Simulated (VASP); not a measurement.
Input of a VASP 6.6.1 run:

File POSCAR:

```
Sb
1.0
    3.3263417377      0.0000000000      0.0000000000
   -1.6631708689      2.8806964465      0.0000000000
    0.0000000000      0.0000000000      5.4241907401
Sb
2
Direct
    0.3333333333      0.6666666667      0.2500000000
    0.6666666667      0.3333333333      0.7500000000
```

The input INCAR.step1:

```
  PREC = Accurate
  ENCUT = 520
  ISMEAR = -1
  SIGMA = 0.05
  LREAL = F
  LASPH = T
  NELM = 80
  NBANDS = 12
  GGA = PE
  ALGO = Normal
  EDIFF = 1E-4
  LWAVE = T
  LCHARG = F
```

INCAR.step2

```
  PREC = Accurate
  ENCUT = 520
  EDIFF = 1E-8
  ISMEAR = -1
  SIGMA = 0.05
  LREAL = F
  LASPH = T
  NELM = 80
  ALGO = Normal
  ISIF = 2
  LWAVE = F
  LCHARG = F
  METAGGA = R2SCAN
  LMIXTAU = T
  LEFG = T
  NBANDS = 12
  ISTART = 1
```

File KPOINTS:

```
Automatic mesh
0
Gamma
  13 13 7
```

Potentials or basis: VASP PAW PBE potentials, release 64 (Sb).

The run is started by

```sh
$ cat potpaw_PBE.64/Sb/POTCAR > POTCAR
$ cp INCAR.step1 INCAR
$ mpirun -np 1 vasp_std > vasp.out
$ cp INCAR.step2 INCAR
$ mpirun -np 1 vasp_std > vasp.out
```

Predict the pressure.

2.5 GPa.

What does it give for the band gap on the k mesh?

Zero (band 5 reaches 13.55 eV, above the bottom of band 6 at 5.98 eV).

Electric field gradients, principal values (V/Å²):
```tsv
atom	least	middle	greatest (by size)
1 Sb	-12.673	-12.673	25.346
2 Sb	-12.673	-12.673	25.346
```

Caveat: without QUAD_EFG the Cq values of the log hold for a quadrupole moment of 1 mb, not for the nuclei; the PAW data sets were made with another functional, which shifts forces and pressure a little; spin-orbit coupling is left out, which moves the levels of the heavy elements.
